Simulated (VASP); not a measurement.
Write the native input for VASP 6.6.1 that does the following.

```
Task                   : single point
Functional             : PBEsol
Potentials or basis    : VASP PAW PBE potentials, release 64 (Ta_pv, N)
Cutoff                 : 520 eV
k mesh                 : 10 × 10 × 10
Occupations            : fermi-dirac, width 0.05 eV
Spin                   : no spin polarisation
Dipole correction      : no
Further INCAR settings : ALGO = Normal; EDIFF = 1e-06; NBANDS = 15
```

The structure of TaN lies in POSCAR:

```
TaN
1.0
    0.0000000000      2.2259679500      2.2259679500
    2.2259679500      0.0000000000      2.2259679500
    2.2259679500      2.2259679500      0.0000000000
Ta N
1 1
Direct
    0.5000000000      0.5000000000      0.5000000000
    0.0000000000      0.0000000000      0.0000000000
```

This cell differs from its parent crystal: volume scaled by 1.02.

One way to write it, as run:

INCAR

```
SYSTEM = TaN
  ALGO = Normal
  EDIFF = 1E-6
  ENCUT = 520
  GGA = PS
  ISIF = 2
  ISMEAR = -1
  LASPH = .True.
  LCHARG = .True.
  LELF = .True.
  LREAL = .False.
  LVHAR = .True.
  LWAVE = .False.
  NBANDS = 15
  NELM = 100
  PREC = Accurate
  SIGMA = 0.05
```

KPOINTS

```
k-points
0
Gamma
  10 10 10
  0 0 0
```

Potentials or basis: VASP PAW PBE potentials, release 64 (Ta_pv, N).

Command:

```bash
$ cat potpaw_PBE.64/Ta_pv/POTCAR potpaw_PBE.64/N/POTCAR > POTCAR
$ mpirun -np 1 vasp_std > vasp.out
```

Results of the run:

```
Pressure               : -15.8 GPa
Band gap on the k mesh : zero (band 8 reaches 10.75 eV, above the bottom of band 9 at 6.93 eV)
```

Caveat: the PAW data sets were made with another functional, which shifts forces and pressure a little; spin-orbit coupling is left out, which moves the levels of the heavy elements.

It took 5.2 s on 1 thread of Intel(R) Xeon(R) 6975P-C (Granite Rapids) (shared host), peak memory 0.15 GiB.
